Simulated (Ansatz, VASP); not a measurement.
**WO in VASP and in Ansatz**

```
W O
1.0
     0.00000    2.41288    2.41288
     2.41288    0.00000    2.41288
     2.41288    2.41288    0.00000
W O
1 1
Direct
  0.00000 0.00000 0.00000
  0.25000 0.25000 0.25000
```

Alike in both runs: functional PBE; k mesh 10 × 10 × 10; occupations gaussian, width 0.02 eV; collinear spin; Hubbard terms W d U = 6.2 eV.

Ansatz relaxed the structure, and its values are those at the end. VASP's run is a single point on that final structure, the one shown.

```csv
,VASP,Ansatz
version,VASP 6.6.1,Ansatz 0.2.0
potentials or method,"VASP PAW PBE potentials, release 64 (W_sv, O), cutoff 520 eV","scalar-relativistic, plane waves, PAW"
valence electrons in the cell,20,20
```

|  | VASP | Ansatz | Ansatz less VASP |
| --- | --- | --- | --- |
| gap on the k mesh at the Fermi level (eV) | 0.62 | 1.15 | +0.533 |
| least direct gap on the mesh (eV) | 1.09 | 1.45 | +0.353 |
| pressure (GPa) | 5.8 | 0.0 | -5.79 |
| net moment per atom (μB) | 1.00 | 1.00 | 0.000 |
| size of the moment on the site where the two differ most (μB) | 1.72 | 1.03 | -0.692 |

Site moments also hang on the region over which each program counts them. The programs project onto different local orbitals, so the same U acts differently, and such runs can settle in different states.

Neither program's run includes spin-orbit coupling.
